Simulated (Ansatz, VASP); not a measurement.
# CuO in VASP and in Ansatz

The input INCAR:

```
SYSTEM = CuO
PREC = Accurate
ENCUT = 520
EDIFF = 1E-6
ISMEAR = 0
SIGMA = 0.1
LREAL = .False.
LASPH = .True.
NELM = 100
ALGO = Normal
ISIF = 2
LWAVE = .False.
LCHARG = .False.
GGA = PS
NBANDS = 25
```

Contents of KPOINTS:

```
regular mesh
0
Gamma
  2 2 2
  0 0 0
```

Contents of POSCAR:

```
CuO
1.0
    1.9909680000     -2.1535500000      0.0000000000
    1.9909680000      2.1535500000      0.0000000000
    0.0000000000      0.0000000000      5.1559280000
Cu O
2 2
Direct
    0.0000000000      0.5000000000      0.0000000000
    0.5000000000      0.0000000000      0.5000000000
    0.5000000000      0.5000000000      0.2500000000
    0.5000000000      0.5000000000      0.7500000000
```

Input for Ansatz:

```yaml
crystal:
  lattice:
    - [1.990968, -2.15355, 0.0]
    - [1.990968, 2.15355, 0.0]
    - [0.0, 0.0, 5.155928]
  atoms:
    - { symbol: Cu, position: [0.0, 0.5, 0.0] }
    - { symbol: Cu, position: [0.5, 0.0, 0.5] }
    - { symbol: O, position: [0.5, 0.5, 0.25] }
    - { symbol: O, position: [0.5, 0.5, 0.75] }
basis:
  ecutwfc: 420
kpoints:
  mp_grid: { grid: [2, 2, 2] }
hamiltonian:
  xc: pbesol
scf:
  occupations: { method: gaussian, width: 0.1 }
output:
  forces: true
  stress: true
  eigenvalues: true
```

Alike in both runs: task single point; functional PBEsol; k mesh 2 × 2 × 2; occupations gaussian, width 0.1 eV; no spin polarisation.

```csv
,VASP,Ansatz
version,VASP 6.6.1,Ansatz 0.2.0
potentials or method,"VASP PAW PBE potentials, release 64 (Cu, O), cutoff 520 eV","scalar-relativistic, plane waves, PAW"
valence electrons in the cell,34,50
```

|  | VASP | Ansatz | Ansatz less VASP |
| --- | --- | --- | --- |
| gap on the k mesh at the Fermi level (eV) | none | none | - |
| pressure (GPa) | -1.5 | -2.1 | -0.57 |
| traceless stress, the component that is largest in VASP (GPa) | -9.49 | -9.89 | -0.401 |

VASP's potentials were made for PBE, not for PBEsol. A gap of «none» marks a metal or a gap that the smearing closes. VASP's potentials hold 34 valence electrons a cell and Ansatz's 50, so a difference there can come from the potentials and not from the codes.

The k mesh is coarse, so the values compare programs but aren't converged.
